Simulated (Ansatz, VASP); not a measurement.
## One calculation of CoPd2O2, two programs

```xyz
5
Lattice="2.8450 0.0000 0.0000 -1.4225 2.4638 0.0000 0.0000 0.0000 20.9600" Properties=species:S:1:pos:R:3 pbc="T T T"
Pd    1.4225    0.8213    7.5000
Pd    0.0000    1.6426   13.4600
O     1.4225    0.8213    9.5052
O     0.0000    1.6426   11.4548
Co    0.0000    0.0000   10.4800
```

Alike in both runs: task single point; functional PBE; k mesh 11 × 11 × 1; occupations fermi-dirac, width 0.05 eV; collinear spin.

```csv
,VASP,Ansatz
version,VASP 6.6.1,Ansatz 0.2.0
potentials or method,"VASP PAW PBE potentials, release 64 (Pd, O, Co)",Ansatz PAW
plane-wave cutoff (eV),520,420
valence electrons in the cell,41,65
```

```tsv
	VASP	Ansatz	Ansatz less VASP
gap on the k mesh at the Fermi level (eV)	none	none	-
rms of the force components (eV/Å)	0.315	0.331	+0.0156
net moment per atom (μB)	0.27	0.27	+0.001
size of the moment on the site where the two differ most (μB)	0.43	0.36	-0.064
```

Site moments also hang on the region over which each program counts them. A gap of «none» marks a metal or a gap that the smearing closes. VASP's potentials hold 41 valence electrons a cell and Ansatz's 65, so a difference there can come from the potentials and not from the codes.
